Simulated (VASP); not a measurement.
# Ge in VASP: further runs

Runs on Ge. Level: PBE+D3(BJ). Tasks: single point.

All numbers are computed with VASP 6.6.1; they aren't measurements. Logs are shortened: lines on timing, memory, paths and dates and some standing lists are left out, and cuts for length are marked.

## 1. The cell of the first run

The cell holds a slab with vacuum, 4 atoms: a = 4.023 Å, b = 4.023 Å, c = 18.869 Å, α = 90.00°, β = 90.00°, γ = 120.00°.

## 2. Single point, PBE+D3(BJ)

Contents of INCAR:

```
PREC = Accurate ; ENCUT = 520
EDIFF = 1E-6 ; ISMEAR = 0
SIGMA = 0.1 ; LREAL = False
LASPH = True ; NELM = 100
ALGO = Normal ; ISIF = 2
LWAVE = False ; LCHARG = False
LDIPOL = True ; IDIPOL = 3
DIPOL = 0.5 0.5 0.399 ; GGA = PE
IVDW = 12 ; NBANDS = 36
```

Contents of KPOINTS:

```
regular mesh
0
Gamma
  9 9 1
```

Contents of POSCAR:

```
Ge
1.0
    4.0226895460      0.0000000000      0.0000000000
   -2.0113447730      3.4837513384      0.0000000000
    0.0000000000      0.0000000000     18.8685220369
Ge
4
Direct
    0.3333333333      0.6666666667      0.2747571330
    0.6666666667      0.3333333333      0.2384924474
    0.6666666667      0.3333333333      0.5601139303
    1.0000000000      0.0000000000      0.5238492447
```

Potentials or basis: VASP PAW PBE potentials, release 64 (Ge_d).

Started as:

```sh
> cat potpaw_PBE.64/Ge_d/POTCAR > POTCAR
> mpirun -np 1 vasp_std > vasp.out
```

OUTCAR:

```text
PREC = Accurate
   ENCUT = 520
   EDIFF = 1E-6
   ISMEAR = 0
   LREAL = False
   LASPH = True
   NELM = 100
   ISIF = 2
   GGA = PE
   IVDW = 12
 IVDW          = 12

 ion  position               nearest neighbor table
   1  0.333  0.667  0.275-   2 2.42   2 2.42   2 2.42
   2  0.667  0.333  0.238-   1 2.42   1 2.42   1 2.42
   3  0.667  0.333  0.560-   4 2.42   4 2.42   4 2.42
   4  0.000  0.000  0.524-   3 2.42   3 2.42   3 2.42

  LATTYP: Found a hexagonal cell.
 ALAT       =     4.0226895460
 C/A-ratio  =     4.6905240440

  Lattice vectors:

 A1 = (   4.0226895460,   0.0000000000,   0.0000000000)
 A2 = (  -2.0113447730,   3.4837513384,   0.0000000000)
 A3 = (   0.0000000000,   0.0000000000,  18.8685220369)

Analysis of symmetry for initial positions (statically):
=====================================================================
 Subroutine PRICEL returns:
 Original cell was already a primitive cell.

 Routine SETGRP: Setting up the symmetry group for a
 hexagonal supercell.

 Subroutine GETGRP returns: Found 12 space group operations
 (whereof  6 operations were pure point group operations)
 out of a pool of 24 trial point group operations.

The static configuration has the point symmetry C_3v.
 The point group associated with its full space group is D_3d.

Analysis of symmetry for dynamics (positions and initial velocities):
=====================================================================
 Subroutine PRICEL returns:
 Original cell was already a primitive cell.

 Routine SETGRP: Setting up the symmetry group for a
 hexagonal supercell.

 Subroutine GETGRP returns: Found 12 space group operations
 (whereof  6 operations were pure point group operations)
 out of a pool of 24 trial point group operations.

The dynamic configuration has the point symmetry C_3v.
 The point group associated with its full space group is D_3d.

 Subroutine INISYM returns: Found 12 space group operations
 (whereof  6 operations are pure point group operations),
 and found     1 'primitive' translations

----------------------------------------------------------------------------------------

                                     Primitive cell

  volume of cell :     264.4244

  direct lattice vectors                    reciprocal lattice vectors
     4.022689546  0.000000000  0.000000000     0.248589902  0.143523447  0.000000000
    -2.011344773  3.483751338  0.000000000     0.000000000  0.287046894  0.000000000
     0.000000000  0.000000000 18.868522037     0.000000000  0.000000000  0.052998322

  length of vectors
     4.022689546  4.022689546 18.868522037     0.287046894  0.287046894  0.052998322

  position of ions in fractional coordinates (direct lattice)
     0.333333333  0.666666667  0.274757133
     0.666666667  0.333333333  0.238492447
     0.666666667  0.333333333  0.560113930
     0.000000000  0.000000000  0.523849245

  ion indices of the primitive-cell ions
   primitive index   ion index
                 1           1
                 2           2
                 3           3
                 4           4

----------------------------------------------------------------------------------------

 KPOINTS: regular mesh

Automatic generation of k-mesh.
 Grid dimensions read from file:
 generate k-points for:    9    9    1

 Generating k-lattice:

  Cartesian coordinates                     Fractional coordinates (reciprocal lattice)
     0.027621100  0.015947050  0.000000000     0.111111111  0.000000000  0.000000000
     0.000000000  0.031894099  0.000000000     0.000000000  0.111111111  0.000000000
     0.000000000  0.000000000  0.052998322     0.000000000  0.000000000  1.000000000

  Length of vectors
     0.031894099  0.031894099  0.052998322

  Shift w.r.t. Gamma in fractional coordinates (k-lattice)
     0.000000000  0.000000000  0.000000000

 Subroutine IBZKPT returns following result:
 ===========================================

 Found     12 irreducible k-points:

 Following reciprocal coordinates:
            Coordinates               Weight
  0.000000  0.000000  0.000000      1.000000
  0.111111  0.000000  0.000000      6.000000
  0.222222  0.000000  0.000000      6.000000
  0.333333  0.000000  0.000000      6.000000
  0.444444  0.000000  0.000000      6.000000
  0.111111  0.111111  0.000000      6.000000
  0.222222  0.111111  0.000000     12.000000
  0.333333  0.111111  0.000000     12.000000
  0.444444  0.111111  0.000000      6.000000
  0.222222  0.222222  0.000000      6.000000
  0.333333  0.222222  0.000000     12.000000
  0.333333  0.333333  0.000000      2.000000
   k-points           NKPTS =     12   k-points in BZ     NKDIM =     12   number of bands    NBANDS=     36
   number of dos      NEDOS =    301   number of ions     NIONS =      4
   total plane-waves  NPLWV = 126000
   dimension x,y,z NGX =    30 NGY =   30 NGZ =  140
   dimension x,y,z NGXF=    60 NGYF=   60 NGZF=  280
   ions per type =               4
   NGX,Y,Z   is equivalent  to a cutoff of  12.40, 12.40, 12.34 a.u.
   NGXF,Y,Z  is equivalent  to a cutoff of  24.80, 24.80, 24.67 a.u.
 SYSTEM =  unknown system
   PREC   = accura    normal or accurate (medium, high low for compatibility)
   ISTART =      0    job   : 0-new  1-cont  2-samecut
   ICHARG =      2    charge: 1-file 2-atom 10-const
   ISPIN  =      1    spin polarized calculation?
   LNONCOLLINEAR =      F non collinear calculations
   LSORBIT =      F    spin-orbit coupling
   LASPH  =      T    aspherical Exc in radial PAW
   ENCUT  =  520.0 eV  38.22 Ry    6.18 a.u.   7.48  7.48 35.08*2*pi/ulx,y,z
   NELM   =    100;   NELMIN=  2; NELMDL= -5     # of ELM steps
   EDIFF  = 0.1E-05   stopping-criterion for ELM
   LREAL  =      F    real-space projection
   EDIFFG = 0.1E-04   stopping-criterion for IOM
   NSW    =      0    number of steps for IOM
   IBRION =     -1    ionic relax: 0-MD 1-quasi-New 2-CG
   NFREE  =      0    steps in history (QN), initial steepest desc. (CG)
   ISIF   =      2    stress and relaxation
   ISYM   =      2    0-nonsym 1-usesym 2-fastsym
   POTIM  = 0.5000    time-step for ionic-motion
   TEBEG  =    0.0;   TEEND  =   0.0 temperature during run
   PSTRESS=    0.0 pullay stress
   NELECT =      56.0000    total number of electrons
   NUPDOWN=      -1.0000    fix difference up-down
   EMIN   =  10.00;   EMAX   =-10.00  energy-range for DOS
   EFERMI =   0.00;   METHOD = LEGACY
   ISMEAR =     0;   SIGMA  =   0.10  broadening in eV -4-tet -1-fermi 0-gaus
   EFERMI_NEDOS =   21; number of points for ismear=-14 and -15
   IALGO  =     38    algorithm
   IMIX   =      4    mixing-type and parameters
     AMIX     =   0.40;   BMIX     =  1.00
     AMIX_MAG =   1.60;   BMIX_MAG =  1.00
  volume/ion in A,a.u.               =      66.11       446.11
  Fermi-wavevector in a.u.,A,eV,Ry     =   0.975821  1.844035 12.955840  0.952227
  Thomas-Fermi vector in A             =   2.106391
   LORBIT       =      0    0 simple, 1 ext, 2 COOP (PROOUT), +10 PAW based schemes
   GGA     = PE    functional components
   LHFCALC =     F    Hartree Fock is set to
   AEXX    =    0.0000 exact exchange contribution
   IVDW    =    12    specifies the selected vdW correction
   LEPSILON=     F    determine dielectric tensor
   LRPA    =     F    only Hartree local field effects (RPA)
 non-spin polarized calculation
 Gauss-broadening in eV      SIGMA  =   0.10
  energy-cutoff  :      520.00
  volume of cell :      264.42
 maximum number of plane-waves:      7165
 NGX is ok and might be reduce to    30
   NGX = 15   NGY = 15   NGZ = 71

 dipolmoment           0.000000      0.000000     -0.000009 electrons x Angstroem

 number of electron      56.0000015 magnetization

 dipolmoment           0.000000      0.000000      0.000001 electrons x Angstroem

 Free energy of the ion-electron system (eV)
  ---------------------------------------------------
  ext. energy  EPLUGINS =         0.00000000
  ---------------------------------------------------
  free energy    TOTEN  =       -16.15846501 eV

  energy without entropy =      -16.15390614  energy(sigma->0) =      -16.15618557

 E-fermi :  -1.3382     XC(G=0):  -4.5066

 val. band max:       -1.3402073628   @ k =   0.3333   0.3333   0.0000
 cond. band min:      -1.2678231658   @ k =   0.3333   0.3333   0.0000
 fundamental gap:      0.0723841970
 Fermi energy:        -1.3381904381

 k-point     1 :       0.0000    0.0000    0.0000
  band No.  band energies     occupation
      1     -25.8410      2.00000
      2     -25.8410      2.00000
      3     -25.8410      2.00000
      4     -25.8410      2.00000
      5     -25.7907      2.00000
      6     -25.7907      2.00000
[... 28 lines left out ...]
     35       2.5943      0.00000
     36       2.5944      0.00000

 k-point     2 :       0.1111    0.0000    0.0000
  band No.  band energies     occupation
      1     -25.8475      2.00000
      2     -25.8475      2.00000
      3     -25.8457      2.00000
      4     -25.8457      2.00000
      5     -25.8028      2.00000
      6     -25.8027      2.00000
[... 28 lines left out ...]
     35       3.0596      0.00000
     36       3.0683      0.00000

 k-point     3 :       0.2222    0.0000    0.0000
  band No.  band energies     occupation
      1     -25.8572      2.00000
      2     -25.8572      2.00000
      3     -25.8536      2.00000
      4     -25.8536      2.00000
      5     -25.8155      2.00000
      6     -25.8154      2.00000
[... 28 lines left out ...]
     35       3.6363      0.00000
     36       4.1528      0.00000

 k-point     4 :       0.3333    0.0000    0.0000
  band No.  band energies     occupation
      1     -25.8606      2.00000
      2     -25.8606      2.00000
      3     -25.8590      2.00000
      4     -25.8589      2.00000
      5     -25.8289      2.00000
      6     -25.8289      2.00000
[... 28 lines left out ...]
     35       4.3678      0.00000
     36       5.1823      0.00000

 k-point     5 :       0.4444    0.0000    0.0000
  band No.  band energies     occupation
      1     -25.8612      2.00000
      2     -25.8612      2.00000
      3     -25.8571      2.00000
      4     -25.8570      2.00000
      5     -25.8410      2.00000
      6     -25.8410      2.00000
[... 28 lines left out ...]
     35       5.1741      0.00000
     36       5.5198      0.00000

 k-point     6 :       0.1111    0.1111    0.0000
  band No.  band energies     occupation
      1     -25.8538      2.00000
      2     -25.8538      2.00000
      3     -25.8534      2.00000
      4     -25.8533      2.00000
      5     -25.8112      2.00000
      6     -25.8112      2.00000
[... 28 lines left out ...]
     35       3.3145      0.00000
     36       3.7953      0.00000

 k-point     7 :       0.2222    0.1111    0.0000
  band No.  band energies     occupation
      1     -25.8633      2.00000
      2     -25.8633      2.00000
      3     -25.8566      2.00000
      4     -25.8565      2.00000
      5     -25.8238      2.00000
      6     -25.8238      2.00000
[... 28 lines left out ...]
     35       3.8961      0.00000
     36       4.0460      0.00000

 k-point     8 :       0.3333    0.1111    0.0000
  band No.  band energies     occupation
      1     -25.8689      2.00000
      2     -25.8689      2.00000
      3     -25.8551      2.00000
      4     -25.8551      2.00000
      5     -25.8365      2.00000
      6     -25.8365      2.00000
[... 28 lines left out ...]
     35       4.5071      0.00000
     36       4.6527      0.00000

 k-point     9 :       0.4444    0.1111    0.0000
  band No.  band energies     occupation
      1     -25.8705      2.00000
      2     -25.8704      2.00000
      3     -25.8516      2.00000
      4     -25.8516      2.00000
      5     -25.8441      2.00000
      6     -25.8440      2.00000
[... 28 lines left out ...]
     35       4.7273      0.00000
     36       4.8603      0.00000

 k-point    10 :       0.2222    0.2222    0.0000
  band No.  band energies     occupation
      1     -25.8734      2.00000
      2     -25.8734      2.00000
      3     -25.8546      2.00000
      4     -25.8546      2.00000
      5     -25.8347      2.00000
      6     -25.8346      2.00000
[... 28 lines left out ...]
     35       3.9704      0.00000
     36       4.1207      0.00000

 k-point    11 :       0.3333    0.2222    0.0000
  band No.  band energies     occupation
      1     -25.8800      2.00000
      2     -25.8800      2.00000
      3     -25.8507      2.00000
      4     -25.8507      2.00000
      5     -25.8432      2.00000
      6     -25.8432      2.00000
[... 28 lines left out ...]
     35       4.2644      0.00000
     36       5.0909      0.00000

 k-point    12 :       0.3333    0.3333    0.0000
  band No.  band energies     occupation
      1     -25.8849      2.00000
      2     -25.8848      2.00000
      3     -25.8476      2.00000
      4     -25.8475      2.00000
      5     -25.8471      2.00000
      6     -25.8470      2.00000
[... 28 lines left out ...]
     35       5.0036      0.00000
     36       5.0379      0.00000

------------------------ aborting loop because EDIFF is reached ----------------------------------------

 vacuum level on the upper side and lower side of the slab       (xc-potential included)        -0.151        -0.149

 Edisp (eV)   -0.72155

 E8    (eV) :    -0.3297

  FORCE on cell =-STRESS in cart. coord.  units (eV):
  Direction    XX          YY          ZZ          XY          YZ          ZX
  --------------------------------------------------------------------------------------
  -------------------------------------------------------------------------------------
  Total      -0.18442    -0.18442    -0.49529     0.00000     0.00000     0.00000
  in kB      -1.11740    -1.11740    -3.00102     0.00000     0.00000     0.00000
  external pressure =       -1.75 kB  Pullay stress =        0.00 kB

 VOLUME and BASIS-vectors are now :
 -----------------------------------------------------------------------------
  energy-cutoff  :      520.00
  volume of cell :      264.42
      direct lattice vectors                 reciprocal lattice vectors
     4.022689546  0.000000000  0.000000000     0.248589902  0.143523447  0.000000000
    -2.011344773  3.483751338  0.000000000     0.000000000  0.287046894  0.000000000
     0.000000000  0.000000000 18.868522037     0.000000000  0.000000000  0.052998322

 POSITION                                       TOTAL-FORCE (eV/Angst)
 -----------------------------------------------------------------------------------
     -0.00000      2.32250      5.18426        -0.000000      0.000000      0.068312
      2.01134      1.16125      4.50000         0.000000      0.000000      0.020629
      2.01134      1.16125     10.56852        -0.000000     -0.000000     -0.020629
      0.00000      0.00000      9.88426         0.000000     -0.000000     -0.068312
 -----------------------------------------------------------------------------------
    total drift:                               -0.000001     -0.000001      0.001016

  FREE ENERGIE OF THE ION-ELECTRON SYSTEM (eV)
  ---------------------------------------------------
  free  energy   TOTEN  =       -16.8800126313 eV

  energy  without entropy=      -16.8754537615  energy(sigma->0) =      -16.87773320

 vacuum level on the upper side and lower side of the slab         3.018         3.025
```

It took 90 s on 1 thread of Intel Xeon 6975P-C (Granite Rapids), shared host; peak memory 0.38 GiB.

What came out:

```
Free energy                : -16.8800 eV
Largest force              : 0.068 eV/Å
Band gap on the k mesh     : zero (filled and empty bands touch)
Dispersion energy per atom : -0.180 eV
```

Forces on the atoms (eV/Å):
```
Ge   0.000  0.000  0.068
Ge   0.000  0.000  0.021
Ge   0.000  0.000 -0.021
Ge   0.000  0.000 -0.068
```

## 3. Single point, PBE+D3(BJ)

Contents of INCAR:

```
ALGO = Normal
DIPOL = 0.5 0.5 0.375
EDIFF = 1E-7
ENCUT = 520
GGA = PE
IDIPOL = 3
ISIF = 2
ISMEAR = 0
IVDW = 12
LASPH = T
LCHARG = T
LDIPOL = T
LELF = T
LREAL = F
LVACPOTAV = T
LVHAR = T
LWAVE = F
NBANDS = 36
NELM = 60
PREC = Accurate
SIGMA = 0.1
```

Contents of KPOINTS:

```
k-points
0
Gamma
  9 9 1
```

Changes to POSCAR since step 2:

```diff
@@ -10,3 +10,3 @@
     0.6666666667      0.3333333333      0.2384924474
-    0.6666666667      0.3333333333      0.5601139303
-    1.0000000000      0.0000000000      0.5238492447
+    0.0000000000      1.0000000000      0.5108254912
+    0.3333333333      0.6666666667      0.4745608056
```

Potentials or basis: VASP PAW PBE potentials, release 64 (Ge_d).

Started as:

```sh
> cat potpaw_PBE.64/Ge_d/POTCAR > POTCAR
> mpirun -np 1 vasp_std > vasp.out
```

It took 1.7 min on 1 thread of Intel Xeon 6975P-C (Granite Rapids), shared host; peak memory 0.38 GiB.

The run converged. Its results:

| Quantity | Value |
| --- | --- |
| Free energy | -17.0847 eV |
| Largest force | 0.305 eV/Å |
| Band gap on the k mesh | zero (filled and empty bands touch) |
| Dispersion energy per atom | -0.203 eV |

Forces in eV/Å, atoms in the order of the input:
```
Ge   0.000  0.000  0.305
Ge   0.000  0.000  0.017
Ge   0.000  0.000 -0.017
Ge   0.000  0.000 -0.305
```

Levels at points of the mesh, in eV from the Fermi level:
```tsv
k point	band 25	band 26	band 27	band 28	band 29	band 30	band 31	band 32
(0.00, 0.00, 0.00)	-0.47	-0.47	-0.41	-0.41	0.51	0.69	1.93	3.48
```

[end of part 1 of 2]
